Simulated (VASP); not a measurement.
Sb, 2 atoms in the cell. Symmetry: P6_3/mmc, No. 194, hexagonal system. The conventional cell has a = 3.418 Å, b = 3.418 Å, c = 5.536 Å, α = 90.00°, β = 90.00°, γ = 120.00°. Sb (site symmetry -6m2) has 12 Sb at 3.40 to 3.42 Å within 4.5 Å. 

```yaml
Program: VASP 6.6.1
Task: relaxation of cell and atoms
Functional: PBE
Potentials_or_basis: VASP PAW PBE potentials, release 64 (Sb)
Cutoff: 600 eV
k_mesh: 14 × 14 × 8
Occupations: fermi-dirac, width 0.05 eV
Spin: no spin polarisation
Dipole_correction: no
Further_INCAR_settings: ALGO = Normal; EDIFF = 1e-06; IBRION = 2; EDIFFG = -0.005; NSW = 60; ISIF = 3
```

Potentials or basis: VASP PAW PBE potentials, release 64 (Sb).

The run is started by

```sh
$ cat potpaw_PBE.64/Sb/POTCAR > POTCAR
$ mpirun -np 1 vasp_std > vasp.out
```

Hardware: 1 thread of AMD EPYC 7R13 (shared host).

Estimate the wall time of this run.

Wall time 3.2 min on 1 thread of AMD EPYC 7R13, on a shared host, peak memory 0.21 GiB. Counts: scf iterations 35, k points 120, ion steps 6.
